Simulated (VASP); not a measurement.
Set up this calculation in VASP 6.6.1, as the native input.

```yaml
Task: single point
Functional: PBE
Potentials_or_basis: VASP PAW PBE potentials, release 64 (As)
Cutoff: 520 eV
k_mesh: 9 × 9 × 9
Occupations: methfessel-paxton, width 0.15 eV
Spin: no spin polarisation
Dipole_correction: no
Further_INCAR_settings: ALGO = Normal; EDIFF = 1e-06; NBANDS = 8
```

The structure of As lies in POSCAR:

```
As
1.0
    2.7392605798      0.0000000000      0.0000000000
    0.0000000000      2.7392605798      0.0000000000
    0.0000000000      0.0000000000      2.7392605798
As
1
Direct
    0.5000000000      0.5000000000      0.5000000000
```

One way to write it, as run:

INCAR

```
  PREC = Accurate
  ENCUT = 520
  EDIFF = 1E-6
  ISMEAR = 1
  SIGMA = 0.15
  LREAL = False
  LASPH = True
  NELM = 60
  ALGO = Normal
  ISIF = 2
  LWAVE = False
  LCHARG = True
  GGA = PE
  LELF = True
  LVHAR = True
  NBANDS = 8
```

KPOINTS

```
Automatic mesh
0
Gamma
  9 9 9
```

Potentials or basis: VASP PAW PBE potentials, release 64 (As).

Launch:

```sh
$ cat potpaw_PBE.64/As/POTCAR > POTCAR
$ mpirun -np 1 vasp_std > vasp.out
```

It gave:

| Quantity | Value |
| --- | --- |
| Pressure | -0.8 GPa |

Wall time 4.4 s on 1 thread of Intel(R) Xeon(R) Platinum 8488C (Sapphire Rapids), on a shared host, peak memory 0.12 GiB.
